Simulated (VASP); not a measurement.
A run of VASP 6.6.1 is set up as follows.

File INCAR:

```
SYSTEM = NiO2
PREC = Accurate ; ENCUT = 520
EDIFF = 1E-6 ; ISMEAR = 0
SIGMA = 0.05 ; LREAL = .FALSE.
LASPH = .TRUE. ; NELM = 60
ALGO = Normal ; ISIF = 2
LWAVE = .FALSE. ; LCHARG = .TRUE.
LELF = .TRUE. ; LVHAR = .TRUE.
NBANDS = 18
```

Contents of KPOINTS:

```
regular mesh
0
G
  12 12 6
  0 0 0
```

POSCAR

```
NiO2
1.0
    2.7627792314      0.0000000000      0.0000000000
   -1.3813896157      2.3926369995      0.0000000000
    0.0000000000      0.0000000000      4.2061363981
Ni O
1 2
Direct
    0.0000000000      0.0000000000      0.5000000000
    0.6666666667      0.3333333333      0.7305104846
    0.3333333333      0.6666666667      0.2694895154
```

Potentials or basis: VASP PAW LDA potentials, release 64 (Ni, O).

Command:

```console
$ cat potpaw_LDA.64/Ni/POTCAR potpaw_LDA.64/O/POTCAR > POTCAR
$ mpirun -np 1 vasp_std > vasp.out
```

What does it give for the pressure?

-6.7 GPa.

Estimate the band gap on the k mesh.

0.65 eV, indirect (least direct gap 0.82 eV).

Estimate the largest force.

0.867 eV/Å.

Forces on the atoms (eV/Å):
```
Ni   0.000  0.000  0.000
O    0.000  0.000 -0.867
O    0.000  0.000  0.867
```

 Spin polarisation is off, so any magnetic state and its effect on volume and gap are missing.
